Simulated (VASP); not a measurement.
# ReBi (P6_3/mmc) in VASP: settings compared

Aim: see how the results for ReBi move with the level of theory and the settings. Levels: PBE, RPBE. Tasks: single point.

All numbers are computed with VASP 6.6.1; they aren't measurements. Logs are shortened: lines on timing, memory, paths and dates and some standing lists are left out, and cuts for length are marked.

**1. The cell of the first run**

The structure is hexagonal, space group P6_3/mmc (No. 194). The conventional cell has a = 4.606 Å, b = 4.606 Å, c = 5.055 Å, α = 90.00°, β = 90.00°, γ = 120.00°. Re (site symmetry -3m) has 2 Re at 2.53 Å and 6 Bi at 2.94 Å within 3.3 Å. Within 3.9 Å of Bi (site symmetry -6m2) lie 6 Re at 2.94 Å and 6 Bi at 3.67 Å.

**2. Single point, PBE (23.22 Å³/atom)**

Contents of INCAR:

```
SYSTEM = ReBi
PREC = Accurate
ENCUT = 520
EDIFF = 1E-7
ISMEAR = 0
SIGMA = 0.05
LREAL = .False.
LASPH = .True.
NELM = 60
ALGO = Fast
ISIF = 2
LWAVE = .False.
LCHARG = .True.
GGA = PE
LELF = .True.
LVHAR = .True.
NBANDS = 30
```

Contents of KPOINTS:

```
regular mesh
0
Gamma
  10 10 6
  0 0 0
```

Contents of POSCAR:

```
ReBi
1.0
    4.6059384500      0.0000000000      0.0000000000
   -2.3029692250      3.9888597059      0.0000000000
    0.0000000000      0.0000000000      5.0549453284
Re Bi
2 2
Direct
    0.0000000000      0.0000000000      0.0000000000
    0.0000000000      0.0000000000      0.5000000000
    0.3333333333      0.6666666667      0.2500000000
    0.6666666667      0.3333333333      0.7500000000
```

Potentials or basis: VASP PAW PBE potentials, release 64 (Re, Bi_d).

Command:

```bash
$ cat potpaw_PBE.64/Re/POTCAR potpaw_PBE.64/Bi_d/POTCAR > POTCAR
$ mpirun -np 1 vasp_std > vasp.out
```

OUTCAR:

```text
SYSTEM = ReBi
   PREC = Accurate
   ENCUT = 520
   EDIFF = 1E-7
   ISMEAR = 0
   LREAL = .False.
   LASPH = .True.
   NELM = 60
   ISIF = 2
   GGA = PE

 ion  position               nearest neighbor table
   1  0.000  0.000  0.000-   2 2.53   2 2.53   4 2.94   3 2.94   3 2.94   4 2.94   4 2.94   3 2.94

   2  0.000  0.000  0.500-   1 2.53   1 2.53   4 2.94   3 2.94   3 2.94   4 2.94   4 2.94   3 2.94

   3  0.333  0.667  0.250-   1 2.94   2 2.94   1 2.94   2 2.94   1 2.94   2 2.94   4 3.67   4 3.67
                             4 3.67   4 3.67   4 3.67   4 3.67
   4  0.667  0.333  0.750-   1 2.94   2 2.94   1 2.94   2 2.94   1 2.94   2 2.94   3 3.67   3 3.67
                             3 3.67   3 3.67   3 3.67   3 3.67

  LATTYP: Found a hexagonal cell.
 ALAT       =     4.6059384500
 C/A-ratio  =     1.0974843419

  Lattice vectors:

 A1 = (   4.6059384500,   0.0000000000,   0.0000000000)
 A2 = (  -2.3029692250,   3.9888597059,   0.0000000000)
 A3 = (   0.0000000000,   0.0000000000,   5.0549453284)

Analysis of symmetry for initial positions (statically):
=====================================================================
 Subroutine PRICEL returns:
 Original cell was already a primitive cell.

 Routine SETGRP: Setting up the symmetry group for a
 hexagonal supercell.

 Subroutine GETGRP returns: Found 24 space group operations
 (whereof 12 operations were pure point group operations)
 out of a pool of 24 trial point group operations.

The static configuration has the point symmetry D_3d.
 The point group associated with its full space group is D_6h.

Analysis of symmetry for dynamics (positions and initial velocities):
=====================================================================
 Subroutine PRICEL returns:
 Original cell was already a primitive cell.

 Routine SETGRP: Setting up the symmetry group for a
 hexagonal supercell.

 Subroutine GETGRP returns: Found 24 space group operations
 (whereof 12 operations were pure point group operations)
 out of a pool of 24 trial point group operations.

The dynamic configuration has the point symmetry D_3d.
 The point group associated with its full space group is D_6h.

 Subroutine INISYM returns: Found 24 space group operations
 (whereof 12 operations are pure point group operations),
 and found     1 'primitive' translations

----------------------------------------------------------------------------------------

                                     Primitive cell

  volume of cell :      92.8717

  direct lattice vectors                    reciprocal lattice vectors
     4.605938450  0.000000000  0.000000000     0.217111021  0.125349106  0.000000000
    -2.302969225  3.988859706  0.000000000     0.000000000  0.250698213  0.000000000
     0.000000000  0.000000000  5.054945328     0.000000000  0.000000000  0.197826076

  length of vectors
     4.605938450  4.605938450  5.054945328     0.250698213  0.250698213  0.197826076

  position of ions in fractional coordinates (direct lattice)
     0.000000000  0.000000000  0.000000000
     0.000000000  0.000000000  0.500000000
     0.333333333  0.666666667  0.250000000
     0.666666667  0.333333333  0.750000000

  ion indices of the primitive-cell ions
   primitive index   ion index
                 1           1
                 2           2
                 3           3
                 4           4

----------------------------------------------------------------------------------------

 KPOINTS: regular mesh

Automatic generation of k-mesh.
 Grid dimensions read from file:
 generate k-points for:   10   10    6

 Generating k-lattice:

  Cartesian coordinates                     Fractional coordinates (reciprocal lattice)
     0.021711102  0.012534911  0.000000000     0.100000000  0.000000000  0.000000000
     0.000000000  0.025069821  0.000000000     0.000000000  0.100000000  0.000000000
     0.000000000  0.000000000  0.032971013     0.000000000  0.000000000  0.166666667

  Length of vectors
     0.025069821  0.025069821  0.032971013

  Shift w.r.t. Gamma in fractional coordinates (k-lattice)
     0.000000000  0.000000000  0.000000000

 Subroutine IBZKPT returns following result:
 ===========================================

 Found     56 irreducible k-points:

 Following reciprocal coordinates:
            Coordinates               Weight
  0.000000  0.000000  0.000000      1.000000
  0.100000 -0.000000  0.000000      6.000000
  0.200000 -0.000000  0.000000      6.000000
  0.300000  0.000000  0.000000      6.000000
  0.400000 -0.000000  0.000000      6.000000
  0.500000  0.000000  0.000000      3.000000
[... 16 lines left out ...]
  0.300000  0.100000  0.166667     24.000000
  0.400000  0.100000  0.166667     24.000000
 [... further k-points ...]
   k-points           NKPTS =     56   k-points in BZ     NKDIM =     56   number of bands    NBANDS=     30
   number of dos      NEDOS =    301   number of ions     NIONS =      4
   total plane-waves  NPLWV =  51840
   dimension x,y,z NGX =    36 NGY =   36 NGZ =   40
   dimension x,y,z NGXF=    72 NGYF=   72 NGZF=   80
   ions per type =               2   2
   NGX,Y,Z   is equivalent  to a cutoff of  12.99, 12.99, 13.16 a.u.
   NGXF,Y,Z  is equivalent  to a cutoff of  25.99, 25.99, 26.31 a.u.
 SYSTEM =  ReBi
   PREC   = accura    normal or accurate (medium, high low for compatibility)
   ISTART =      0    job   : 0-new  1-cont  2-samecut
   ICHARG =      2    charge: 1-file 2-atom 10-const
   ISPIN  =      1    spin polarized calculation?
   LNONCOLLINEAR =      F non collinear calculations
   LSORBIT =      F    spin-orbit coupling
   LASPH  =      T    aspherical Exc in radial PAW
   ENCUT  =  520.0 eV  38.22 Ry    6.18 a.u.   8.56  8.56  9.40*2*pi/ulx,y,z
   NELM   =     60;   NELMIN=  2; NELMDL= -5     # of ELM steps
   EDIFF  = 0.1E-06   stopping-criterion for ELM
   LREAL  =      F    real-space projection
   EDIFFG = 0.1E-05   stopping-criterion for IOM
   NSW    =      0    number of steps for IOM
   IBRION =     -1    ionic relax: 0-MD 1-quasi-New 2-CG
   NFREE  =      0    steps in history (QN), initial steepest desc. (CG)
   ISIF   =      2    stress and relaxation
   ISYM   =      2    0-nonsym 1-usesym 2-fastsym
   POTIM  = 0.5000    time-step for ionic-motion
   TEBEG  =    0.0;   TEEND  =   0.0 temperature during run
   PSTRESS=    0.0 pullay stress
   NELECT =      44.0000    total number of electrons
   NUPDOWN=      -1.0000    fix difference up-down
   EMIN   =  10.00;   EMAX   =-10.00  energy-range for DOS
   EFERMI =   0.00;   METHOD = LEGACY
   ISMEAR =     0;   SIGMA  =   0.05  broadening in eV -4-tet -1-fermi 0-gaus
   EFERMI_NEDOS =   21; number of points for ismear=-14 and -15
   IALGO  =     68    algorithm
   IMIX   =      4    mixing-type and parameters
     AMIX     =   0.40;   BMIX     =  1.00
     AMIX_MAG =   1.60;   BMIX_MAG =  1.00
  volume/ion in A,a.u.               =      23.22       156.68
  Fermi-wavevector in a.u.,A,eV,Ry     =   1.276237  2.411738 22.160903  1.628780
  Thomas-Fermi vector in A             =   2.408904
   LORBIT       =      0    0 simple, 1 ext, 2 COOP (PROOUT), +10 PAW based schemes
   GGA     = PE    functional components
   LHFCALC =     F    Hartree Fock is set to
   AEXX    =    0.0000 exact exchange contribution
   IVDW    =     0    specifies the selected vdW correction
   LEPSILON=     F    determine dielectric tensor
   LRPA    =     F    only Hartree local field effects (RPA)
 non-spin polarized calculation
 RMM-DIIS sequential band-by-band and
 Gauss-broadening in eV      SIGMA  =   0.05
  energy-cutoff  :      520.00
  volume of cell :       92.87
 maximum number of plane-waves:      2557
 NGX is ok and might be reduce to    36
   NGX = 17   NGY = 17   NGZ = 19

 number of electron      44.0000003 magnetization

 Free energy of the ion-electron system (eV)
  ---------------------------------------------------
  ext. energy  EPLUGINS =         0.00000000
  ---------------------------------------------------
  free energy    TOTEN  =       -29.26215408 eV

  energy without entropy =      -29.25608536  energy(sigma->0) =      -29.25911972

 E-fermi :   7.5350     XC(G=0): -11.3072

 val. band max:        7.5173084077   @ k =   0.3000   0.2000   0.0000
 cond. band min:       7.5452442172   @ k =   0.5000   0.0000   0.0000
 fundamental gap:      0.0279358094
 Fermi energy:         7.5350193507

 k-point     1 :       0.0000    0.0000    0.0000
  band No.  band energies     occupation
      1     -15.1810      2.00000
      2     -15.1810      2.00000
      3     -15.1508      2.00000
      4     -15.1061      2.00000
      5     -15.1041      2.00000
      6     -15.1041      2.00000
[... 22 lines left out ...]
     29      12.2912      0.00000
     30      13.1058      0.00000

 k-point     2 :       0.1000   -0.0000    0.0000
  band No.  band energies     occupation
      1     -15.1812      2.00000
      2     -15.1783      2.00000
      3     -15.1513      2.00000
      4     -15.1104      2.00000
      5     -15.1037      2.00000
      6     -15.1013      2.00000
[... 22 lines left out ...]
     29      12.1932      0.00000
     30      12.2383      0.00000

 k-point     3 :       0.2000   -0.0000    0.0000
  band No.  band energies     occupation
      1     -15.1814      2.00000
      2     -15.1720      2.00000
      3     -15.1517      2.00000
      4     -15.1183      2.00000
      5     -15.1025      2.00000
      6     -15.0963      2.00000
[... 22 lines left out ...]
     29      12.0440      0.00000
     30      12.4943      0.00000

 k-point     4 :       0.3000    0.0000    0.0000
  band No.  band energies     occupation
      1     -15.1818      2.00000
      2     -15.1669      2.00000
      3     -15.1516      2.00000
      4     -15.1242      2.00000
      5     -15.1009      2.00000
      6     -15.1002      2.00000
[... 616 lines left out ...]
     29      12.7545      0.00000
     30      12.8954      0.00000

 k-point    23 :       0.3000    0.1000    0.1667
  band No.  band energies     occupation
      1     -15.1816      2.00000
      2     -15.1599      2.00000
      3     -15.1468      2.00000
      4     -15.1260      2.00000
      5     -15.1109      2.00000
      6     -15.1061      2.00000
[... 22 lines left out ...]
     29      12.8333      0.00000
     30      13.1636      0.00000

 k-point    24 :       0.4000    0.1000    0.1667
  band No.  band energies     occupation
      1     -15.1829      2.00000
      2     -15.1578      2.00000
      3     -15.1470      2.00000
      4     -15.1235      2.00000
      5     -15.1150      2.00000
      6     -15.1037      2.00000
[... 22 lines left out ...]
     29      12.9338      0.00000
     30      13.0874      0.00000

 [... further k-points ...]

------------------------ aborting loop because EDIFF is reached ----------------------------------------

  FORCE on cell =-STRESS in cart. coord.  units (eV):
  Direction    XX          YY          ZZ          XY          YZ          ZX
  --------------------------------------------------------------------------------------
  -------------------------------------------------------------------------------------
  Total       -1.3167088     -1.3167088     -1.4549783      0.0000000      0.0000000      0.0000000
  in kB      -22.7152203    -22.7152203    -25.1005793      0.0000000      0.0000000      0.0000000
  external PRESSURE =     -23.5103400 kB  Pullay stress =       0.0000000 kB

 VOLUME and BASIS-vectors are now :
 -----------------------------------------------------------------------------
  energy-cutoff  :      520.00
  volume of cell :       92.87
      direct lattice vectors                 reciprocal lattice vectors
     4.605938450  0.000000000  0.000000000     0.217111021  0.125349106  0.000000000
    -2.302969225  3.988859706  0.000000000     0.000000000  0.250698213  0.000000000
     0.000000000  0.000000000  5.054945328     0.000000000  0.000000000  0.197826076

 POSITION                                       TOTAL-FORCE (eV/Angst)
 -----------------------------------------------------------------------------------
      0.00000      0.00000      0.00000         0.000000      0.000000      0.000000
      0.00000      0.00000      2.52747        -0.000000      0.000000      0.000000
     -0.00000      2.65924      1.26374        -0.000000      0.000000     -0.000000
      2.30297      1.32962      3.79121        -0.000000      0.000000     -0.000000
 -----------------------------------------------------------------------------------
    total drift:                               -0.000000      0.000000     -0.000000

  FREE ENERGIE OF THE ION-ELECTRON SYSTEM (eV)
  ---------------------------------------------------
  free  energy   TOTEN  =       -29.2621540807 eV

  energy  without entropy=      -29.2560853610  energy(sigma->0) =      -29.25911972
```

It took 2.1 min on 1 thread of Intel Xeon 6975P-C (Granite Rapids), shared host; peak memory 0.3 GiB.

Results:

- Free energy: -29.2622 eV
- Pressure: -2.4 GPa
- Band gap on the k mesh: zero (bands 22 and 23 overlap by 1.48 eV)

Stress tensor (GPa, compression positive):
```
-2.27  0.00  0.00
 0.00 -2.27  0.00
 0.00  0.00 -2.51
```

Levels at points of the mesh, in eV from the Fermi level:
| k point | band 20 | band 21 | band 22 | band 23 | band 24 | band 25 |
| --- | --- | --- | --- | --- | --- | --- |
| (0.00, 0.00, 0.00) | -0.39 | 0.11 | 0.11 | 2.32 | 2.32 | 2.32 |
| (0.50, 0.00, 0.00) | -1.56 | -1.54 | -0.04 | 0.01 | 0.22 | 2.21 |
| (0.00, 0.00, 0.50) | -1.31 | -1.31 | -1.31 | -1.04 | -1.04 | 3.77 |
| (0.50, 0.00, 0.50) | -1.03 | -0.73 | -0.73 | -0.71 | -0.71 | 1.91 |

Caveat: spin-orbit coupling is left out, which moves the levels of the heavy elements.

**3. Single point, PBE (23.67 Å³/atom)**

This run uses another cell than the first one, of 23.67 Å³/atom.

Contents of INCAR:

```
PREC = Accurate ; ENCUT = 520
EDIFF = 1E-7 ; ISMEAR = 0
SIGMA = 0.05 ; LREAL = F
LASPH = T ; NELM = 60
ALGO = Fast ; ISIF = 2
LWAVE = F ; LCHARG = F
GGA = PE ; NBANDS = 30
```

Contents of KPOINTS:

```
Automatic mesh
0
Gamma
  10 10 6
```

Contents of POSCAR:

```
ReBi
1.0
    4.6464915849      0.0000000000      0.0000000000
   -2.3232457924      4.0239797510      0.0000000000
    0.0000000000      0.0000000000      5.0644883996
Re Bi
2 2
Direct
    0.0000000000      0.0000000000      0.0000000000
    0.0000000000      0.0000000000      0.5000000000
    0.3333333333      0.6666666667      0.2500000000
    0.6666666667      0.3333333333      0.7500000000
```

Potentials or basis: VASP PAW PBE potentials, release 64 (Re, Bi_d).

Command:

```bash
$ cat potpaw_PBE.64/Re/POTCAR potpaw_PBE.64/Bi_d/POTCAR > POTCAR
$ mpirun -np 1 vasp_std > vasp.out
```

It took 2.1 min on 1 thread of Intel Xeon 6975P-C (Granite Rapids), shared host; peak memory 0.31 GiB.

The run converged. Its results:

- Free energy: -29.2254 eV
- Pressure: -4.4 GPa
- Band gap on the k mesh: zero (bands 22 and 23 overlap by 1.50 eV)

Stress tensor (GPa, compression positive):
```
-4.27  0.00  0.00
 0.00 -4.27  0.00
 0.00  0.00 -4.66
```

Levels at points of the mesh, in eV from the Fermi level:
| k point | band 18 | band 19 | band 20 | band 21 | band 22 | band 23 | band 24 | band 25 | band 26 | band 27 |
| --- | --- | --- | --- | --- | --- | --- | --- | --- | --- | --- |
| (0.00, 0.00, 0.00) | -2.83 | -0.36 | -0.36 | 0.08 | 0.08 | 2.14 | 2.31 | 2.32 | 2.32 | 2.94 |
| (0.50, 0.00, 0.00) | -2.30 | -1.74 | -1.52 | -1.50 | -0.03 | 0.02 | 0.14 | 2.22 | 2.33 | 4.76 |
| (0.00, 0.00, 0.50) | -2.10 | -1.28 | -1.28 | -1.28 | -1.28 | -1.09 | -1.09 | 3.67 | 3.67 | 3.67 |
| (0.50, 0.00, 0.50) | -2.14 | -1.01 | -1.01 | -0.71 | -0.71 | -0.69 | -0.69 | 1.87 | 1.87 | 2.37 |

Caveat: the cell stands under tension; spin-orbit coupling is left out, which moves the levels of the heavy elements.

(Continued in part 2 of 2.)

The gap in the log of VASP goes by the Fermi energy; the results here count the filled bands.